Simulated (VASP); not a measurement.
# ZrS (Fmmm) in VASP: further runs

The runs below take ZrS through single point, with PBEsol.

All numbers are computed with VASP 6.6.1; they aren't measurements. Logs are shortened: lines on timing, memory, paths and dates and some standing lists are left out, and cuts for length are marked.

## Step 1: The cell of the first run

The structure is orthorhombic, space group Fmmm (No. 69). Conventional cell: a = 5.171 Å, b = 5.250 Å, c = 5.329 Å, α = 90.00°, β = 90.00°, γ = 90.00°. Within 3.4 Å of Zr (site symmetry mmm) lie 6 S at 2.59 to 2.66 Å. S (site symmetry mmm) has 6 Zr at 2.59 to 2.66 Å within 3.4 Å.

## Step 2: Single point, PBEsol (strain +0.0150 x Voigt [1, -1, 0, 0, 0, 0])

File INCAR:

```
PREC     = Accurate       # precision mode
ENCUT    = 520            # plane-wave cutoff, eV
EDIFF    = 1E-7           # SCF threshold, eV
ISMEAR   = 0              # smearing method
SIGMA    = 0.15           # smearing width, eV
LREAL    = F              # projectors in reciprocal space
LASPH    = T              # aspherical terms in the spheres
NELM     = 60             # most SCF steps
ALGO     = Normal         # electronic algorithm
ISIF     = 2              # what is computed and relaxed
LWAVE    = F              # write WAVECAR
LCHARG   = F              # write CHGCAR
GGA      = PS             # functional
NBANDS   = 16             # bands
```

File KPOINTS:

```
regular mesh
0
Gamma
  16 16 16
```

File POSCAR:

```
ZrS
1.0
    0.0000000000      2.5856250000      2.6250000000
    2.6643750000      0.0000000000      2.6250000000
    2.6643750000      2.5856250000      0.0000000000
Zr S
1 1
Direct
    0.0000000000      0.0000000000      0.0000000000
    0.5000000000      0.5000000000      0.5000000000
```

Potentials or basis: VASP PAW PBE potentials, release 64 (Zr_sv, S).

Run with:

```
> cat potpaw_PBE.64/Zr_sv/POTCAR potpaw_PBE.64/S/POTCAR > POTCAR
> mpirun -np 1 vasp_std > vasp.out
```

OUTCAR:

```text
PREC = Accurate
   ENCUT = 520
   EDIFF = 1E-7
   ISMEAR = 0
   LREAL = F
   LASPH = T
   NELM = 60
   ISIF = 2
   GGA = PS

 ion  position               nearest neighbor table
   1  0.000  0.000  0.000-   2 2.59   2 2.59   2 2.62   2 2.62   2 2.66   2 2.66
   2  0.500  0.500  0.500-   1 2.59   1 2.59   1 2.62   1 2.62   1 2.66   1 2.66

  LATTYP: Found a face centered orthorhombic cell.
 ALAT       =     5.1712500000
 B/A-ratio  =     1.0152284264
 C/A-ratio  =     1.0304568528

  Lattice vectors:

 A1 = (  -2.6643750000,   0.0000000000,  -2.6250000000)
 A2 = (  -2.6643750000,   2.5856250000,   0.0000000000)
 A3 = (   0.0000000000,   2.5856250000,  -2.6250000000)

Analysis of symmetry for initial positions (statically):
=====================================================================
 Subroutine PRICEL returns:
 Original cell was already a primitive cell.

 Routine SETGRP: Setting up the symmetry group for a
 face centered orthorhombic supercell.

 Subroutine GETGRP returns: Found  8 space group operations
 (whereof  8 operations were pure point group operations)
 out of a pool of  8 trial point group operations.

The static configuration has the point symmetry D_2h.

Analysis of symmetry for dynamics (positions and initial velocities):
=====================================================================
 Subroutine PRICEL returns:
 Original cell was already a primitive cell.

 Routine SETGRP: Setting up the symmetry group for a
 face centered orthorhombic supercell.

 Subroutine GETGRP returns: Found  8 space group operations
 (whereof  8 operations were pure point group operations)
 out of a pool of  8 trial point group operations.

The dynamic configuration has the point symmetry D_2h.

 Subroutine INISYM returns: Found  8 space group operations
 (whereof  8 operations are pure point group operations),
 and found     1 'primitive' translations

----------------------------------------------------------------------------------------

                                     Primitive cell

  volume of cell :      36.1676

  direct lattice vectors                    reciprocal lattice vectors
     0.000000000  2.585625000  2.625000000    -0.187661271  0.193376843  0.190476190
     2.664375000  0.000000000  2.625000000     0.187661271 -0.193376843  0.190476190
     2.664375000  2.585625000  0.000000000     0.187661271  0.193376843 -0.190476190

  length of vectors
     3.684573468  3.740256561  3.712728213     0.329988690  0.329988690  0.329988690

  position of ions in fractional coordinates (direct lattice)
     0.000000000  0.000000000  0.000000000
     0.500000000  0.500000000  0.500000000

  ion indices of the primitive-cell ions
   primitive index   ion index
                 1           1
                 2           2

----------------------------------------------------------------------------------------

 KPOINTS: regular mesh

Automatic generation of k-mesh.
 Grid dimensions read from file:
 generate k-points for:   16   16   16

 Generating k-lattice:

  Cartesian coordinates                     Fractional coordinates (reciprocal lattice)
    -0.011728829  0.012086053  0.011904762     0.062500000  0.000000000  0.000000000
     0.011728829 -0.012086053  0.011904762     0.000000000  0.062500000  0.000000000
     0.011728829  0.012086053 -0.011904762     0.000000000  0.000000000  0.062500000

  Length of vectors
     0.020624293  0.020624293  0.020624293

  Shift w.r.t. Gamma in fractional coordinates (k-lattice)
     0.000000000  0.000000000  0.000000000

 Subroutine IBZKPT returns following result:
 ===========================================

 Found    621 irreducible k-points:

 Following reciprocal coordinates:
            Coordinates               Weight
  0.000000  0.000000  0.000000      1.000000
  0.062500  0.000000  0.000000      8.000000
  0.125000  0.000000  0.000000      8.000000
  0.187500  0.000000  0.000000      8.000000
  0.250000  0.000000  0.000000      8.000000
  0.312500  0.000000  0.000000      8.000000
[... 16 lines left out ...]
 -0.125000  0.062500  0.000000      8.000000
 -0.062500  0.062500  0.000000      4.000000
 [... further k-points ...]
   k-points           NKPTS =    621   k-points in BZ     NKDIM =    621   number of bands    NBANDS=     16
   number of dos      NEDOS =    301   number of ions     NIONS =      2
   total plane-waves  NPLWV =  21952
   dimension x,y,z NGX =    28 NGY =   28 NGZ =   28
   dimension x,y,z NGXF=    56 NGYF=   56 NGZF=   56
   ions per type =               1   1
   NGX,Y,Z   is equivalent  to a cutoff of  12.63, 12.45, 12.54 a.u.
   NGXF,Y,Z  is equivalent  to a cutoff of  25.27, 24.89, 25.08 a.u.
 SYSTEM =  unknown system
   PREC   = accura    normal or accurate (medium, high low for compatibility)
   ISTART =      0    job   : 0-new  1-cont  2-samecut
   ICHARG =      2    charge: 1-file 2-atom 10-const
   ISPIN  =      1    spin polarized calculation?
   LNONCOLLINEAR =      F non collinear calculations
   LSORBIT =      F    spin-orbit coupling
   LASPH  =      T    aspherical Exc in radial PAW
   ENCUT  =  520.0 eV  38.22 Ry    6.18 a.u.   6.85  6.95  6.90*2*pi/ulx,y,z
   NELM   =     60;   NELMIN=  2; NELMDL= -5     # of ELM steps
   EDIFF  = 0.1E-06   stopping-criterion for ELM
   LREAL  =      F    real-space projection
   EDIFFG = 0.1E-05   stopping-criterion for IOM
   NSW    =      0    number of steps for IOM
   IBRION =     -1    ionic relax: 0-MD 1-quasi-New 2-CG
   NFREE  =      0    steps in history (QN), initial steepest desc. (CG)
   ISIF   =      2    stress and relaxation
   ISYM   =      2    0-nonsym 1-usesym 2-fastsym
   POTIM  = 0.5000    time-step for ionic-motion
   TEBEG  =    0.0;   TEEND  =   0.0 temperature during run
   PSTRESS=    0.0 pullay stress
   NELECT =      18.0000    total number of electrons
   NUPDOWN=      -1.0000    fix difference up-down
   EMIN   =  10.00;   EMAX   =-10.00  energy-range for DOS
   EFERMI =   0.00;   METHOD = LEGACY
   ISMEAR =     0;   SIGMA  =   0.15  broadening in eV -4-tet -1-fermi 0-gaus
   EFERMI_NEDOS =   21; number of points for ismear=-14 and -15
   IALGO  =     38    algorithm
   IMIX   =      4    mixing-type and parameters
     AMIX     =   0.40;   BMIX     =  1.00
     AMIX_MAG =   1.60;   BMIX_MAG =  1.00
  volume/ion in A,a.u.               =      18.08       122.04
  Fermi-wavevector in a.u.,A,eV,Ry     =   1.297355  2.451646 22.900385  1.683131
  Thomas-Fermi vector in A             =   2.428753
   LORBIT       =      0    0 simple, 1 ext, 2 COOP (PROOUT), +10 PAW based schemes
   GGA     = PS    functional components
   LHFCALC =     F    Hartree Fock is set to
   AEXX    =    0.0000 exact exchange contribution
   IVDW    =     0    specifies the selected vdW correction
   LEPSILON=     F    determine dielectric tensor
   LRPA    =     F    only Hartree local field effects (RPA)
 non-spin polarized calculation
 Gauss-broadening in eV      SIGMA  =   0.15
  energy-cutoff  :      520.00
  volume of cell :       36.17
 maximum number of plane-waves:       994
   NGX = 13   NGY = 13   NGZ = 13

 number of electron      18.0000000 magnetization

 Free energy of the ion-electron system (eV)
  ---------------------------------------------------
  ext. energy  EPLUGINS =         0.00000000
  ---------------------------------------------------
  free energy    TOTEN  =       -16.47538204 eV

  energy without entropy =      -16.46113995  energy(sigma->0) =      -16.46826099

 E-fermi :  10.6042     XC(G=0): -11.4606

 val. band max:       10.6003641188   @ k =   0.5000   0.1250   0.1875
 cond. band min:      10.6056540422   @ k =   0.1875   0.0625   0.0625
 fundamental gap:      0.0052899234
 Fermi energy:        10.6041712136

 k-point     1 :       0.0000    0.0000    0.0000
  band No.  band energies     occupation
      1     -39.2774      2.00000
      2     -17.2824      2.00000
      3     -17.2736      2.00000
      4     -17.2655      2.00000
      5      -5.2155      2.00000
      6       7.0577      2.00000
[... 8 lines left out ...]
     15      17.7338      0.00000
     16      22.7595      0.00000

 k-point     2 :       0.0625    0.0000    0.0000
  band No.  band energies     occupation
      1     -39.2764      2.00000
      2     -17.2915      2.00000
      3     -17.2775      2.00000
      4     -17.2688      2.00000
      5      -5.1654      2.00000
      6       6.7681      2.00000
[... 8 lines left out ...]
     15      17.9028      0.00000
     16      22.4745      0.00000

 k-point     3 :       0.1250    0.0000    0.0000
  band No.  band energies     occupation
      1     -39.2735      2.00000
      2     -17.3288      2.00000
      3     -17.2815      2.00000
      4     -17.2738      2.00000
      5      -5.0199      2.00000
      6       6.0580      2.00000
[... 8 lines left out ...]
     15      18.3364      0.00000
     16      21.7286      0.00000

 k-point     4 :       0.1875    0.0000    0.0000
  band No.  band energies     occupation
      1     -39.2692      2.00000
      2     -17.3867      2.00000
      3     -17.2857      2.00000
      4     -17.2802      2.00000
      5      -4.7940      2.00000
      6       5.2265      2.00000
[... 8 lines left out ...]
     15      18.7026      0.00000
     16      21.1078      0.00000

 k-point     5 :       0.2500    0.0000    0.0000
  band No.  band energies     occupation
      1     -39.2642      2.00000
      2     -17.4541      2.00000
      3     -17.2904      2.00000
      4     -17.2875      2.00000
      5      -4.5122      2.00000
      6       4.4099      2.00000
[... 8 lines left out ...]
     15      18.5993      0.00000
     16      20.0342      0.00000

 k-point     6 :       0.3125    0.0000    0.0000
  band No.  band energies     occupation
      1     -39.2592      2.00000
      2     -17.5203      2.00000
      3     -17.2953      2.00000
      4     -17.2946      2.00000
      5      -4.2087      2.00000
      6       3.6811      2.00000
[... 8 lines left out ...]
     15      18.6288      0.00000
     16      18.8965      0.00000

 k-point     7 :       0.3750    0.0000    0.0000
  band No.  band energies     occupation
      1     -39.2549      2.00000
      2     -17.5756      2.00000
      3     -17.3010      2.00000
      4     -17.2989      2.00000
      5      -3.9290      2.00000
      6       3.0969      2.00000
[... 8 lines left out ...]
     15      17.7339      0.00000
     16      18.0116      0.00000

 k-point     8 :       0.4375    0.0000    0.0000
  band No.  band energies     occupation
      1     -39.2520      2.00000
      2     -17.6120      2.00000
      3     -17.3051      2.00000
      4     -17.3016      2.00000
      5      -3.7269      2.00000
      6       2.7130      2.00000
[... 8 lines left out ...]
     15      16.8365      0.00000
     16      17.1728      0.00000

 k-point     9 :       0.5000    0.0000    0.0000
  band No.  band energies     occupation
      1     -39.2510      2.00000
      2     -17.6247      2.00000
      3     -17.3065      2.00000
      4     -17.3025      2.00000
      5      -3.6523      2.00000
      6       2.5781      2.00000
[... 8 lines left out ...]
     15      16.4218      0.00000
     16      16.5911      0.00000
[... 172 lines left out ...]
 k-point    19 :      -0.3750    0.0625    0.0000
  band No.  band energies     occupation
      1     -39.2533      2.00000
      2     -17.5856      2.00000
      3     -17.3138      2.00000
      4     -17.2993      2.00000
      5      -3.8583      2.00000
      6       2.9801      2.00000
[... 8 lines left out ...]
     15      17.4804      0.00000
     16      17.7463      0.00000

 k-point    20 :      -0.3125    0.0625    0.0000
  band No.  band energies     occupation
      1     -39.2571      2.00000
      2     -17.5376      2.00000
      3     -17.3105      2.00000
      4     -17.2931      2.00000
      5      -4.1049      2.00000
      6       3.4663      2.00000
[... 8 lines left out ...]
     15      18.3730      0.00000
     16      18.6837      0.00000

 k-point    21 :      -0.2500    0.0625   -0.0000
  band No.  band energies     occupation
      1     -39.2619      2.00000
      2     -17.4763      2.00000
      3     -17.3050      2.00000
      4     -17.2865      2.00000
      5      -4.3929      2.00000
      6       4.1018      2.00000
[... 8 lines left out ...]
     15      18.6135      0.00000
     16      19.2706      0.00000

 k-point    22 :      -0.1875    0.0625    0.0000
  band No.  band energies     occupation
      1     -39.2669      2.00000
      2     -17.4109      2.00000
      3     -17.2980      2.00000
      4     -17.2803      2.00000
      5      -4.6754      2.00000
      6       4.8286      2.00000
[... 8 lines left out ...]
     15      18.7816      0.00000
     16      20.0798      0.00000

 k-point    23 :      -0.1250    0.0625    0.0000
  band No.  band energies     occupation
      1     -39.2714      2.00000
      2     -17.3517      2.00000
      3     -17.2903      2.00000
      4     -17.2755      2.00000
      5      -4.9150      2.00000
      6       5.5825      2.00000
[... 8 lines left out ...]
     15      18.6074      0.00000
     16      20.9384      0.00000

 k-point    24 :      -0.0625    0.0625    0.0000
  band No.  band energies     occupation
      1     -39.2747      2.00000
      2     -17.3097      2.00000
      3     -17.2820      2.00000
      4     -17.2724      2.00000
      5      -5.0843      2.00000
      6       6.2805      2.00000
[... 8 lines left out ...]
     15      18.1639      0.00000
     16      21.9308      0.00000

 [... further k-points ...]
[... 5 lines left out ...]
  --------------------------------------------------------------------------------------
  -------------------------------------------------------------------------------------
  Total       -2.1221830     -0.4976907     -1.4384763      0.0000000      0.0000000      0.0000000
  in kB      -94.0098203    -22.0470196    -63.7225444      0.0000000      0.0000000      0.0000000
  external PRESSURE =     -59.9264614 kB  Pullay stress =       0.0000000 kB

 VOLUME and BASIS-vectors are now :
 -----------------------------------------------------------------------------
  energy-cutoff  :      520.00
  volume of cell :       36.17
      direct lattice vectors                 reciprocal lattice vectors
     0.000000000  2.585625000  2.625000000    -0.187661271  0.193376843  0.190476190
     2.664375000  0.000000000  2.625000000     0.187661271 -0.193376843  0.190476190
     2.664375000  2.585625000  0.000000000     0.187661271  0.193376843 -0.190476190

 POSITION                                       TOTAL-FORCE (eV/Angst)
 -----------------------------------------------------------------------------------
      0.00000      0.00000      0.00000         0.000000      0.000000      0.000000
      2.66438      2.58562      2.62500         0.000000     -0.000000      0.000000
 -----------------------------------------------------------------------------------
    total drift:                                0.000000      0.000000      0.000000

  FREE ENERGIE OF THE ION-ELECTRON SYSTEM (eV)
  ---------------------------------------------------
  free  energy   TOTEN  =       -16.4753820367 eV

  energy  without entropy=      -16.4611399508  energy(sigma->0) =      -16.46826099
```

Wall time 2.2 min (1 thread of Intel Xeon 6975P-C (Granite Rapids), shared host); peak memory 0.44 GiB.

Results:

| Property | Result |
| --- | --- |
| Free energy | -16.4754 eV |
| Pressure | -6.0 GPa |
| Band gap on the k mesh | zero (bands 9 and 10 overlap by 2.78 eV) |

Caveat: the cell differs from its parent crystal (strain +0.0150 x Voigt [1, -1, 0, 0, 0, 0]); the stress differs along the axes, from -9 to -2 GPa; the PAW data sets were made with another functional, which shifts forces and pressure a little.

## Step 3: Single point, PBEsol (strain +0.0225 x Voigt [1, -1, 0, 0, 0, 0])

File INCAR:

```
PREC = Accurate
ENCUT = 520
EDIFF = 1E-6
ISMEAR = 0
SIGMA = 0.15
LREAL = False
LASPH = True
NELM = 80
ALGO = Normal
ISIF = 2
LWAVE = False
LCHARG = False
GGA = PS
NBANDS = 16
```

KPOINTS is that of step 2.

File POSCAR:

```
ZrS
1.0
    0.0000000000      2.5659375000      2.6250000000
    2.6840625000      0.0000000000      2.6250000000
    2.6840625000      2.5659375000      0.0000000000
Zr S
1 1
Direct
    0.0000000000      0.0000000000      0.0000000000
    0.5000000000      0.5000000000      0.5000000000
```

Potentials or basis: VASP PAW PBE potentials, release 64 (Zr_sv, S).

Run with:

```
> cat potpaw_PBE.64/Zr_sv/POTCAR potpaw_PBE.64/S/POTCAR > POTCAR
> mpirun -np 1 vasp_std > vasp.out
```

It took 2 min on 1 thread of Intel Xeon 6975P-C (Granite Rapids), shared host; peak memory 0.44 GiB.

It converged, with:

* Free energy: -16.4604 eV
* Pressure: -5.7 GPa
* Band gap on the k mesh: zero (bands 9 and 10 overlap by 2.75 eV)

Stress tensor (GPa, compression positive):
```
-10.72   0.00   0.00
  0.00   0.20   0.00
  0.00   0.00  -6.44
```

Levels at points of the mesh, in eV from the Fermi level:
```tsv
k point	band 5	band 6	band 7	band 8	band 9	band 10	band 11	band 12	band 13	band 14
(0.00, 0.00, 0.00)	-15.82	-3.56	-3.51	-3.44	-1.58	-1.35	-1.12	-0.80	-0.64	1.90
(0.50, 0.00, 0.00)	-14.25	-8.02	-5.98	-5.95	1.40	1.55	1.81	1.87	5.29	5.60
(0.50, 0.50, 0.00)	-14.97	-6.25	-4.45	-4.43	-3.44	0.48	2.21	2.52	2.81	3.31
(0.50, 0.00, 0.50)	-14.94	-6.10	-4.55	-4.55	-3.43	0.62	2.25	2.43	2.79	3.32
(0.00, 0.50, 0.50)	-14.99	-6.38	-4.36	-4.33	-3.47	0.41	2.32	2.44	2.82	3.27
```

Caveat: the cell differs from its parent crystal (strain +0.0225 x Voigt [1, -1, 0, 0, 0, 0]); the stress differs along the axes, from -11 to 0 GPa; the PAW data sets were made with another functional, which shifts forces and pressure a little.

[end of part 1 of 2]
